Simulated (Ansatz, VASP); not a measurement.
**Two plane-wave programs on AlP**

```xyz
2
Lattice="0.0000 2.7393 2.7393 2.7393 0.0000 2.7393 2.7393 2.7393 0.0000" Properties=species:S:1:pos:R:3 pbc="T T T"
Al    0.0000    0.0000    0.0000
P     1.3696    1.3696    1.3696
```

Alike in both runs: task single point; functional r2SCAN; k mesh 6 × 6 × 6; no spin polarisation.

```csv
,VASP,Ansatz
version,VASP 6.6.1,Ansatz 0.2.0
potentials or method,"VASP PAW PBE potentials, release 64 (Al, P)","plane waves, PAW"
plane-wave cutoff (eV),550,500
occupations,"gaussian, width 0.01 eV",fixed
valence electrons in the cell,8,8
```

|  | VASP | Ansatz | Ansatz less VASP |
| --- | --- | --- | --- |
| gap on the k mesh at the Fermi level (eV) | 1.93 | 1.92 | -0.002 |
| pressure (GPa) | -0.3 | 0.0 | +0.30 |

VASP's potentials were made for PBE, not for r2SCAN.
